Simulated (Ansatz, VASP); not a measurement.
**One calculation of GaN, two programs**

```
Ga N
1.0
     0.00000    2.10852    2.10852
     2.10852    0.00000    2.10852
     2.10852    2.10852    0.00000
Ga N
1 1
Direct
  0.50000 0.50000 0.50000
  0.00000 0.00000 0.00000
```

Alike in both runs: task single point; functional LDA; k mesh 8 × 8 × 8; no spin polarisation.

```csv
,VASP,Ansatz
version,VASP 6.6.1,Ansatz 0.2.0
potentials or method,"VASP PAW LDA potentials, release 64 (Ga_d, N)",plane waves
plane-wave cutoff (eV),600,420
occupations,"gaussian, width 0.01 eV",fixed
valence electrons in the cell,18,18
```

Ansatz gave:

| Quantity | Value |
| --- | --- |
| gap on the k mesh at the Fermi level (eV) | 0.45 |
| pressure (GPa) | -6.1 |

Problem. What did VASP give for the same quantities?

Solution. gap on the k mesh at the Fermi level (eV): 0.47; pressure (GPa): -4.9.

LDA's correlation is that of Perdew and Zunger in VASP and of Perdew and Wang (1992) in Ansatz.
